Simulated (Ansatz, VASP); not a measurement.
# Ni: VASP beside Ansatz

```
CELL_PARAMETERS angstrom
0.00000 1.76000 1.76000
1.76000 0.00000 1.76000
3.52001 3.52001 0.00000
ATOMIC_POSITIONS crystal
Ni 0.00000 0.00000 0.00000
Ni 0.00000 0.00000 0.50000
```

Alike in both runs: task single point; functional LDA; k mesh 16 × 16 × 8; occupations gaussian, width 0.05 eV; collinear spin.

|  | VASP | Ansatz |
| --- | --- | --- |
| version | VASP 6.6.1 | Ansatz 0.2.0 |
| potentials or method | VASP PAW LDA potentials, release 64 (Ni), cutoff 520 eV | scalar-relativistic, plane waves, PAW |
| valence electrons in the cell | 20 | 36 |

Ansatz gave:

* gap on the k mesh at the Fermi level (eV): none
* pressure (GPa): -17.6
* traceless stress, the component that is largest in VASP (GPa): 0.00
* net moment per atom (μB): 0.59
* size of the moment on the site where the two differ most (μB): 0.62

Q: Which values does VASP return?

A: gap on the k mesh at the Fermi level (eV): none; pressure (GPa): -18.1; traceless stress, the component that is largest in VASP (GPa): 0.15; net moment per atom (μB): 0.00; size of the moment on the site where the two differ most (μB): 0.21.

The net moments are unlike, so the other rows may belong to different states. LDA's correlation is that of Perdew and Zunger in VASP and of Perdew and Wang (1992) in Ansatz. Site moments also hang on the region over which each program counts them. A gap of «none» marks a metal or a gap that the smearing closes. VASP's potentials hold 20 valence electrons a cell and Ansatz's 36, so a difference there can come from the potentials and not from the codes. Ansatz's warnings: look outside group, seeded moment not kept.
